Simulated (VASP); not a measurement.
A run of VASP 6.6.1 is set up as follows.

Contents of POSCAR:

```
Al3N
1.0
    2.8227735241      0.0000000000      0.0000000000
    0.0000000000      2.8227735241      0.0000000000
    0.0000000000      0.0000000000     19.6006973085
Al N
3 1
Direct
    0.5000000000      0.5000000000      0.2040743723
    0.0000000000      0.0000000000      0.3086652017
    0.5000000000      0.5000000000      0.4132861796
    0.5000000000      0.5000000000      0.5046933334
```

INCAR.step1

```
SYSTEM = Al3N
ALGO = Normal
DIPOL = 0.5 0.5 0.358
EDIFF = 1E-4
ENCUT = 520
GGA = PE
IDIPOL = 3
ISMEAR = 0
LASPH = .TRUE.
LCHARG = .FALSE.
LDIPOL = .TRUE.
LREAL = .FALSE.
LWAVE = .TRUE.
NBANDS = 15
NELM = 80
PREC = Accurate
SIGMA = 0.1
```

INCAR.step2

```
SYSTEM = Al3N
ALGO = Normal
DIPOL = 0.5 0.5 0.358
EDIFF = 1E-7
ENCUT = 520
IDIPOL = 3
ISIF = 2
ISMEAR = 0
ISTART = 1
LASPH = .TRUE.
LCHARG = .TRUE.
LDIPOL = .TRUE.
LELF = .TRUE.
LMIXTAU = .TRUE.
LREAL = .FALSE.
LVACPOTAV = .TRUE.
LVHAR = .TRUE.
LWAVE = .FALSE.
METAGGA = R2SCAN
NBANDS = 15
NELM = 80
PREC = Accurate
SIGMA = 0.1
```

KPOINTS

```
k-points
0
G
  9 9 1
  0 0 0
```

Potentials or basis: VASP PAW PBE potentials, release 64 (Al, N).

The run is started by

```console
$ cat potpaw_PBE.64/Al/POTCAR potpaw_PBE.64/N/POTCAR > POTCAR
$ cp INCAR.step1 INCAR
$ mpirun -np 1 vasp_std > vasp.out
$ cp INCAR.step2 INCAR
$ mpirun -np 1 vasp_std > vasp.out
```

Task: Predict the largest force.

Result: 0.231 eV/Å.

Task: Predict the band gap on the k mesh.

Result: Zero (bands 7 and 8 overlap by 1.68 eV).

Forces on the atoms (eV/Å):
```
Al   0.000  0.000 -0.100
Al   0.000  0.000  0.231
Al   0.000  0.000 -0.173
N    0.000  0.000  0.042
```

Caveat: the PAW data sets were made with another functional, which shifts forces and pressure a little.
